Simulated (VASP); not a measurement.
Input of a VASP 6.6.1 run:

Contents of INCAR:

```
SYSTEM = BaTiO3
PREC     = Accurate       ! precision mode
ENCUT    = 520            ! plane-wave cutoff, eV
EDIFF    = 1E-7           ! SCF threshold, eV
ISMEAR   = 0              ! smearing method
SIGMA    = 0.02           ! smearing width, eV
LREAL    = .False.        ! projectors in reciprocal space
LASPH    = .True.         ! aspherical terms in the spheres
NELM     = 100            ! most SCF steps
ALGO     = Normal         ! electronic algorithm
ISIF     = 2              ! what is computed and relaxed
LWAVE    = .False.        ! write WAVECAR
LCHARG   = .True.         ! write CHGCAR
GGA      = PS             ! functional
LELF     = .True.         ! ELF
LVHAR    = .True.       
NBANDS   = 28             ! bands
```

Contents of KPOINTS:

```
regular mesh
0
Gamma
  8 8 8
  0 0 0
```

File POSCAR:

```
BaTiO3
1.0
    3.9698693310      0.0000000000      0.0000000000
    0.0000000000      3.9698693310      0.0000000000
    0.0000000000      0.0000000000      3.9698693310
Ba Ti O
1 1 3
Direct
    0.5000000000      0.5000000000      0.5000000000
    0.0000000000      0.0000000000      0.0000000000
    0.5000000000      0.0000000000      0.0000000000
    0.0000000000      0.5000000000      0.0000000000
    0.0000000000      0.0000000000      0.5000000000
```

Potentials or basis: VASP PAW PBE potentials, release 64 (Ba_sv, Ti_sv, O).

Launch:

```sh
$ cat potpaw_PBE.64/Ba_sv/POTCAR potpaw_PBE.64/Ti_sv/POTCAR potpaw_PBE.64/O/POTCAR > POTCAR
$ mpirun -np 1 vasp_std > vasp.out
```

Q: Predict the band gap on the k mesh.

A: 1.75 eV, indirect (least direct gap 1.87 eV).

Q: Predict the pressure.

A: 2.0 GPa.

Caveat: the PAW data sets were made with another functional, which shifts forces and pressure a little; spin-orbit coupling is left out, which moves the levels of the heavy elements. A k mesh can miss the band edges.
